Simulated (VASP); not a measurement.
Here is a VASP 6.6.1 calculation.

The input INCAR:

```
  ALGO = Fast
  EDIFF = 1E-6
  EDIFFG = -0.01
  ENCUT = 600
  GGA = PE
  IBRION = 2
  ISIF = 3
  ISMEAR = 0
  LASPH = True
  LCHARG = False
  LREAL = False
  LWAVE = False
  NELM = 100
  NSW = 100
  PREC = Accurate
  SIGMA = 0.1
```

Contents of KPOINTS:

```
k-points
0
Gamma
  12 12 6
```

The input POSCAR:

```
HfGa2SeS2
1.0
    4.9410711900      0.0000000000      0.0000000000
   -2.4705355950      4.2790931724      0.0000000000
    0.0000000000      0.0000000000      7.8710471954
Hf Ga Se S
1 2 1 2
Direct
    0.3333333333      0.6666666667      0.0000000000
    0.6666666667      0.3333333333      0.5000000000
    0.0000000000      0.0000000000      0.0000000000
    0.6666666667      0.3333333333      0.0000000000
    0.3333333333      0.6666666667      0.6981376758
    0.3333333333      0.6666666667      0.3018623242
```

Potentials or basis: VASP PAW PBE potentials, release 64 (Hf_pv, Ga_d, Se, S).

Run with:

```bash
$ cat potpaw_PBE.64/Hf_pv/POTCAR potpaw_PBE.64/Ga_d/POTCAR potpaw_PBE.64/Se/POTCAR potpaw_PBE.64/S/POTCAR > POTCAR
$ mpirun -np 1 vasp_std > vasp.out
```

**Question.** What does it give for the band gap on the k mesh?

**Answer.** Zero (bands 27 and 28 overlap by 0.34 eV).

**Question.** Estimate the relaxed cell.

**Answer.** a = 4.933 Å, b = 4.933 Å, c = 7.941 Å, α = 90.00°, β = 90.00°, γ = 120.00°.

**Question.** What does it give for the relaxed volume?

**Answer.** 27.89 Å³/atom.

Step by step:
| step | energy change (eV) | largest force (eV/Å) | pressure (GPa) | volume (Å³) |
| --- | --- | --- | --- | --- |
| 1 | 0.0000 | 0.0312 | 0.07 | 166.42 |
| 2 | -0.0005 | 0.0799 | -0.03 | 166.70 |
| 3 | -0.0005 | 0.1024 | -0.07 | 166.83 |
| 4 | -0.0008 | 0.0920 | -0.06 | 166.87 |
| 5 | -0.0015 | 0.0616 | -0.02 | 166.99 |
| 6 | -0.0018 | 0.0006 | 0.08 | 167.22 |
| 7 | -0.0018 | 0.0261 | 0.06 | 167.14 |
| 8 | -0.0018 | 0.0191 | 0.06 | 167.16 |
| 9 | -0.0020 | 0.0028 | 0.04 | 167.33 |

Caveat: spin-orbit coupling is left out, which moves the levels of the heavy elements.
